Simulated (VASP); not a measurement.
# BP (F-43m) in VASP: further runs, part 2 of 2

VASP 6.6.1. Earlier steps stand in the parts before.

## (3) Single point, r2SCAN

This run uses another cell than the first one, of 11.41 Å³/atom, 1.055 times its volume.

POSCAR reads:

```
BP
1.0
    0.0000000000      2.2511058308      2.2511058308
    2.2511058308      0.0000000000      2.2511058308
    2.2511058308      2.2511058308      0.0000000000
B P
1 1
Direct
    0.0000000000      0.0000000000      0.0000000000
    0.7500000000      0.7500000000      0.7500000000
```

INCAR.step1 reads:

```
SYSTEM = BP
ALGO     = Normal         ! electronic algorithm
EDIFF    = 1E-4           ! SCF threshold, eV
ENCUT    = 520            ! plane-wave cutoff, eV
GGA      = PE             ! functional
ISMEAR   = 0              ! smearing method
LASPH    = .True.         ! aspherical terms in the spheres
LCHARG   = .False.        ! write CHGCAR
LREAL    = .False.        ! projectors in reciprocal space
LWAVE    = .True.         ! write WAVECAR
NBANDS   = 11             ! bands
NELM     = 100            ! most SCF steps
PREC     = Accurate       ! precision mode
SIGMA    = 0.01           ! smearing width, eV
```

INCAR.step2 reads:

```
SYSTEM = BP
ALGO     = Normal         ! electronic algorithm
EDIFF    = 1E-6           ! SCF threshold, eV
ENCUT    = 520            ! plane-wave cutoff, eV
ISIF     = 2              ! what is computed and relaxed
ISMEAR   = 0              ! smearing method
ISTART   = 1            
LASPH    = .True.         ! aspherical terms in the spheres
LCHARG   = .False.        ! write CHGCAR
LMIXTAU  = .True.       
LREAL    = .False.        ! projectors in reciprocal space
LWAVE    = .False.        ! write WAVECAR
METAGGA  = R2SCAN         ! meta-GGA
NBANDS   = 11             ! bands
NELM     = 100            ! most SCF steps
PREC     = Accurate       ! precision mode
SIGMA    = 0.01           ! smearing width, eV
```

KPOINTS reads:

```
k-points
0
Gamma
  8 8 8
  0 0 0
```

Potentials or basis: VASP PAW PBE potentials, release 64 (B, P).

On the command line:

```bash
$ cat potpaw_PBE.64/B/POTCAR potpaw_PBE.64/P/POTCAR > POTCAR
$ cp INCAR.step1 INCAR
$ mpirun -np 1 vasp_std > vasp.out
$ cp INCAR.step2 INCAR
$ mpirun -np 1 vasp_std > vasp.out
```

It took 9.8 s on 1 thread of Intel Xeon 6975P-C (Granite Rapids), shared host; peak memory 0.13 GiB.

It converged, with:

| Property | Result |
| --- | --- |
| Free energy | -17.3043 eV |
| Pressure | 3.5 GPa |
| Band gap on the k mesh | 1.45 eV, indirect (least direct gap 3.68 eV) |

Levels at points of the mesh, in eV from the valence-band top:
```
           k point  band 1  band 2  band 3  band 4  band 5  band 6  band 7  band 8
(0.00, 0.00, 0.00)  -16.48    0.00    0.00    0.00    3.68    3.68    3.68    8.39
(0.50, 0.00, 0.00)  -12.89   -9.68   -1.89   -1.89    4.29    5.04    5.04   11.01
(0.50, 0.50, 0.00)  -11.19   -9.26   -4.43   -4.43    1.49    1.89   13.30   13.30
```

Caveat: the PAW data sets were made with another functional, which shifts forces and pressure a little.

## (4) Single point, r2SCAN

This run uses another cell than the first one, of 11.23 Å³/atom, 1.039 times its volume.

POSCAR reads:

```
BP
1.0
    0.0000000000      2.2394873534      2.2394873534
    2.2394873534      0.0000000000      2.2394873534
    2.2394873534      2.2394873534      0.0000000000
B P
1 1
Direct
    0.0000000000      0.0000000000      0.0000000000
    0.7500000000      0.7500000000      0.7500000000
```

INCAR.step1 reads:

```
SYSTEM = BP
PREC = Accurate ; ENCUT = 520
ISMEAR = 0 ; SIGMA = 0.01
LREAL = .FALSE. ; LASPH = .TRUE.
NELM = 80 ; NBANDS = 11
GGA = PE ; ALGO = Normal
EDIFF = 1E-4 ; LWAVE = .TRUE.
LCHARG = .FALSE.
```

INCAR.step2 reads:

```
SYSTEM = BP
PREC = Accurate ; ENCUT = 520
EDIFF = 1E-7 ; ISMEAR = 0
SIGMA = 0.01 ; LREAL = .FALSE.
LASPH = .TRUE. ; NELM = 80
ALGO = Normal ; ISIF = 2
LWAVE = .FALSE. ; LCHARG = .FALSE.
METAGGA = R2SCAN ; LMIXTAU = .TRUE.
NBANDS = 11 ; ISTART = 1
```

KPOINTS reads:

```
regular mesh
0
G
  8 8 8
  0 0 0
```

On the command line:

```bash
$ cat potpaw_PBE.64/B/POTCAR potpaw_PBE.64/P/POTCAR > POTCAR
$ cp INCAR.step1 INCAR
$ mpirun -np 1 vasp_std > vasp.out
$ cp INCAR.step2 INCAR
$ mpirun -np 1 vasp_std > vasp.out
```

Run time: 11 s. Hardware: 1 thread of Intel Xeon 6975P-C (Granite Rapids), shared host; peak memory 0.13 GiB.

The run converged. Its results:

| Quantity | Value |
| --- | --- |
| Free energy | -17.2932 eV |
| Pressure | 6.4 GPa |
| Band gap on the k mesh | 1.43 eV, indirect (least direct gap 3.70 eV) |

Levels at points of the mesh, in eV from the valence-band top:
```csv
k point,band 1,band 2,band 3,band 4,band 5,band 6,band 7,band 8,band 9
"(0.00, 0.00, 0.00)",-16.63,0.00,0.00,0.00,3.70,3.70,3.70,8.65,12.71
"(0.50, 0.00, 0.00)",-12.98,-9.79,-1.91,-1.91,4.39,5.05,5.05,11.07,15.75
"(0.50, 0.50, 0.00)",-11.25,-9.34,-4.49,-4.49,1.46,1.87,13.45,13.45,16.92
```

Caveat: the PAW data sets were made with another functional, which shifts forces and pressure a little.

## (5) Single point, r2SCAN

This run uses another cell than the first one, of 11.06 Å³/atom, 1.024 times its volume.

POSCAR reads:

```
BP
1.0
    0.0000000000      2.2283485030      2.2283485030
    2.2283485030      0.0000000000      2.2283485030
    2.2283485030      2.2283485030      0.0000000000
B P
1 1
Direct
    0.0000000000      0.0000000000      0.0000000000
    0.7500000000      0.7500000000      0.7500000000
```

INCAR.step1 reads:

```
SYSTEM = BP
PREC     = Accurate       ! precision mode
ENCUT    = 520            ! plane-wave cutoff, eV
ISMEAR   = 0              ! smearing method
SIGMA    = 0.01           ! smearing width, eV
LREAL    = .False.        ! projectors in reciprocal space
LASPH    = .True.         ! aspherical terms in the spheres
NELM     = 80             ! most SCF steps
NBANDS   = 11             ! bands
GGA      = PE             ! functional
ALGO     = Normal         ! electronic algorithm
EDIFF    = 1E-4           ! SCF threshold, eV
LWAVE    = .True.         ! write WAVECAR
LCHARG   = .False.        ! write CHGCAR
```

INCAR.step2 reads:

```
SYSTEM = BP
PREC     = Accurate       ! precision mode
ENCUT    = 520            ! plane-wave cutoff, eV
EDIFF    = 1E-6           ! SCF threshold, eV
ISMEAR   = 0              ! smearing method
SIGMA    = 0.01           ! smearing width, eV
LREAL    = .False.        ! projectors in reciprocal space
LASPH    = .True.         ! aspherical terms in the spheres
NELM     = 80             ! most SCF steps
ALGO     = Normal         ! electronic algorithm
ISIF     = 2              ! what is computed and relaxed
LWAVE    = .False.        ! write WAVECAR
LCHARG   = .False.        ! write CHGCAR
METAGGA  = R2SCAN         ! meta-GGA
LMIXTAU  = .True.       
NBANDS   = 11             ! bands
ISTART   = 1
```

KPOINTS reads:

```
Automatic mesh
0
Gamma
  8 8 8
  0 0 0
```

On the command line:

```bash
$ cat potpaw_PBE.64/B/POTCAR potpaw_PBE.64/P/POTCAR > POTCAR
$ cp INCAR.step1 INCAR
$ mpirun -np 1 vasp_std > vasp.out
$ cp INCAR.step2 INCAR
$ mpirun -np 1 vasp_std > vasp.out
```

It took 9.2 s on 1 thread of Intel Xeon 6975P-C (Granite Rapids), shared host; peak memory 0.13 GiB.

Results (log left out):

```
Free energy            : -17.2765 eV
Pressure               : 9.4 GPa
Band gap on the k mesh : 1.41 eV, indirect (least direct gap 3.73 eV)
```

Levels at points of the mesh, in eV from the valence-band top:
```
           k point  band 1  band 2  band 3  band 4  band 5  band 6  band 7  band 8  band 9
(0.00, 0.00, 0.00)  -16.77    0.00    0.00    0.00    3.73    3.73    3.73    8.90   12.80
(0.50, 0.00, 0.00)  -13.06   -9.91   -1.93   -1.93    4.49    5.06    5.06   11.13   15.86
(0.50, 0.50, 0.00)  -11.31   -9.42   -4.55   -4.55    1.43    1.86   13.60   13.60   17.12
```

Caveat: the PAW data sets were made with another functional, which shifts forces and pressure a little.

## (6) Single point, r2SCAN

This run uses another cell than the first one, of 11.60 Å³/atom, 1.073 times its volume.

POSCAR reads:

```
BP
1.0
    0.0000000000      2.2639174542      2.2639174542
    2.2639174542      0.0000000000      2.2639174542
    2.2639174542      2.2639174542      0.0000000000
B P
1 1
Direct
    0.0000000000      0.0000000000      0.0000000000
    0.7500000000      0.7500000000      0.7500000000
```

INCAR.step1, as its differences from that of step 5:

```diff
@@ -7,3 +7,3 @@
 LASPH    = .True.         ! aspherical terms in the spheres
-NELM     = 80             ! most SCF steps
+NELM     = 60             ! most SCF steps
 NBANDS   = 11             ! bands
```

INCAR.step2 reads:

```
SYSTEM = BP
PREC     = Accurate       ! precision mode
ENCUT    = 520            ! plane-wave cutoff, eV
EDIFF    = 1E-7           ! SCF threshold, eV
ISMEAR   = 0              ! smearing method
SIGMA    = 0.01           ! smearing width, eV
LREAL    = .False.        ! projectors in reciprocal space
LASPH    = .True.         ! aspherical terms in the spheres
NELM     = 60             ! most SCF steps
ALGO     = Normal         ! electronic algorithm
ISIF     = 2              ! what is computed and relaxed
LWAVE    = .False.        ! write WAVECAR
LCHARG   = .True.         ! write CHGCAR
METAGGA  = R2SCAN         ! meta-GGA
LMIXTAU  = .True.       
LELF     = .True.         ! ELF
LVHAR    = .True.       
NBANDS   = 11             ! bands
ISTART   = 1
```

KPOINTS reads:

```
regular mesh
0
Gamma
  8 8 8
  0 0 0
```

Potentials or basis: VASP PAW PBE potentials, release 64 (B, P).

On the command line:

```bash
$ cat potpaw_PBE.64/B/POTCAR potpaw_PBE.64/P/POTCAR > POTCAR
$ cp INCAR.step1 INCAR
$ mpirun -np 1 vasp_std > vasp.out
$ cp INCAR.step2 INCAR
$ mpirun -np 1 vasp_std > vasp.out
```

Wall time 12 s (1 thread of Intel Xeon 6975P-C (Granite Rapids), shared host); peak memory 0.13 GiB.

Results (log left out):

```
Free energy            : -17.3095 eV
Pressure               : 0.5 GPa
Band gap on the k mesh : 1.47 eV, indirect (least direct gap 3.65 eV)
```

Levels at points of the mesh, in eV from the valence-band top:
```tsv
k point	band 2	band 3	band 4	band 5	band 6	band 7
(0.00, 0.00, 0.00)	0.00	0.00	0.00	3.65	3.65	3.65
(0.50, 0.00, 0.00)	-9.55	-1.87	-1.87	4.18	5.03	5.03
(0.50, 0.50, 0.00)	-9.16	-4.37	-4.37	1.53	1.90	13.13
```

Caveat: the PAW data sets were made with another functional, which shifts forces and pressure a little. A k mesh can miss the band edges.

## (7) Summary

```tsv
cell	gap on the mesh (eV)	pressure (GPa)
a = 3.127 Å, angles 60.0°, 2 atoms	1.38	14.4
a = 3.184 Å, angles 60.0°, 2 atoms	1.45	3.5
a = 3.167 Å, angles 60.0°, 2 atoms	1.43	6.4
a = 3.151 Å, angles 60.0°, 2 atoms	1.41	9.4
a = 3.202 Å, angles 60.0°, 2 atoms	1.47	0.5
```

Alike in all rows: task single point; level r2SCAN; potentials or basis VASP PAW PBE potentials, release 64 (B, P); no spin polarisation; k mesh 8 × 8 × 8; cutoff (eV) 520; smearing gaussian 0.01 eV.

Caveats: the PAW data sets were made with another functional, which shifts forces and pressure a little.

Absolute energies hang on the potentials; compare differences alone.
